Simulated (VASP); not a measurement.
Wanted: the native input for a VASP 6.6.1 run.

```yaml
Task: single point
Functional: PBE
Potentials_or_basis: VASP PAW PBE potentials, release 64 (Ti_sv, Al)
Cutoff: 520 eV
k_mesh: 10 × 10 × 10
Occupations: gaussian, width 0.1 eV
Spin: no spin polarisation
Dipole_correction: no
Further_INCAR_settings: ALGO = Fast; EDIFF = 1e-06; NBANDS = 22
```

The structure of TiAl5 lies in POSCAR:

```
TiAl5
1.0
   -3.2942710655      3.2942710655      2.7404088811
    3.2942710655     -3.2942710655      2.7404088811
    3.2942710655      3.2942710655     -2.7404088811
Ti Al
1 5
Direct
    0.5000000000      0.5000000000      0.0000000000
    0.5000000000      0.5000000000      0.5000000000
    0.0000000000      0.0000000000      0.5000000000
    0.5000000000      0.0000000000      0.0000000000
    0.0000000000      0.5000000000      0.0000000000
    0.0000000000      0.0000000000      0.0000000000
```

One way to write it, as run:

INCAR

```
ALGO = Fast ; EDIFF = 1E-6
ENCUT = 520 ; GGA = PE
ISIF = 2 ; ISMEAR = 0
LASPH = True ; LCHARG = False
LREAL = False ; LWAVE = False
NBANDS = 22 ; NELM = 60
PREC = Accurate ; SIGMA = 0.1
```

KPOINTS

```
k-points
0
Gamma
  10 10 10
```

Potentials or basis: VASP PAW PBE potentials, release 64 (Ti_sv, Al).

Launch:

```console
$ cat potpaw_PBE.64/Ti_sv/POTCAR potpaw_PBE.64/Al/POTCAR > POTCAR
$ mpirun -np 1 vasp_std > vasp.out
```

Results of the run:

```yaml
Pressure: -0.1 GPa
```

Wall time 7.7 min on 1 thread of Intel Xeon 6975P-C (shared host), peak memory 0.41 GiB.
